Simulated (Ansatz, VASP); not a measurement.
## One calculation of MgO, two programs

Contents of INCAR:

```
ALGO     = Normal         # electronic algorithm
EDIFF    = 1E-7           # SCF threshold, eV
ENCUT    = 520            # plane-wave cutoff, eV
GGA      = PS             # functional
ISIF     = 2              # what is computed and relaxed
ISMEAR   = 0              # smearing method
LASPH    = True           # aspherical terms in the spheres
LCHARG   = False          # write CHGCAR
LREAL    = False          # projectors in reciprocal space
LWAVE    = False          # write WAVECAR
NBANDS   = 26             # bands
NELM     = 80             # most SCF steps
PREC     = Accurate       # precision mode
SIGMA    = 0.05           # smearing width, eV
```

File KPOINTS:

```
k-points
0
Gamma
  9 9 4
```

The input POSCAR:

```
MgO
1.0
    3.2553371795      0.0000000000      0.0000000000
   -1.6276685897      2.8192046953      0.0000000000
    0.0000000000      0.0000000000     10.4149514991
Mg O
4 4
Direct
    0.3333333333      0.6666666667      0.9695963559
    0.0000000000      0.0000000000      0.2209473890
    0.0000000000      0.0000000000      0.7209473890
    0.6666666667      0.3333333333      0.4695963559
    0.3333333333      0.6666666667      0.7799156657
   -0.1996720967      0.0000000000      0.5794669904
    0.0000000000      0.0000000000      0.0295387694
    0.6666666667      0.3333333333      0.2799156657
```

Input for Ansatz:

```yaml
crystal:
  lattice:
    - [3.2553371795, 0.0, 0.0]
    - [-1.6276685897, 2.8192046953, 0.0]
    - [0.0, 0.0, 10.4149514991]
  atoms:
    - { symbol: Mg, position: [0.3333333333, 0.6666666667, 0.9695963559] }
    - { symbol: Mg, position: [0.0, 0.0, 0.220947389] }
    - { symbol: Mg, position: [0.0, 0.0, 0.720947389] }
    - { symbol: Mg, position: [0.6666666667, 0.3333333333, 0.4695963559] }
    - { symbol: O, position: [0.3333333333, 0.6666666667, 0.7799156657] }
    - { symbol: O, position: [-0.1996720967, 0.0, 0.5794669904] }
    - { symbol: O, position: [0.0, 0.0, 0.0295387694] }
    - { symbol: O, position: [0.6666666667, 0.3333333333, 0.2799156657] }
basis:
  ecutwfc: 420
kpoints:
  mp_grid: { grid: [9, 9, 4] }
hamiltonian:
  xc: pbesol
  pseudopotentials: { kind: paw, azcp: { folder: soft_1 } }
scf:
  occupations: { method: gaussian, width: 0.05 }
output:
  forces: true
  stress: true
  eigenvalues: true
```

Alike in both runs: task single point; functional PBEsol; k mesh 9 × 9 × 4; occupations gaussian, width 0.05 eV; no spin polarisation.

|  | VASP | Ansatz |
| --- | --- | --- |
| version | VASP 6.6.1 | Ansatz 0.2.0 |
| potentials or method | VASP PAW PBE potentials, release 64 (Mg, O), cutoff 520 eV | scalar-relativistic, plane waves, PAW |
| valence electrons in the cell | 32 | 64 |

```tsv
	VASP	Ansatz	Ansatz less VASP
gap on the k mesh at the Fermi level (eV)	1.10	1.14	+0.033
least direct gap on the mesh (eV)	1.10	1.14	+0.033
pressure (GPa)	8.7	8.5	-0.20
traceless stress, the component that is largest in VASP (GPa)	10.90	10.34	-0.561
rms of the force components (eV/Å)	2.666	2.560	-0.1065
```

VASP's potentials were made for PBE, not for PBEsol, and Ansatz warns of the same on its side. Atom by atom the forces differ by 0.112 eV/Å (rms over components). VASP's potentials hold 32 valence electrons a cell and Ansatz's 64, so a difference there can come from the potentials and not from the codes.
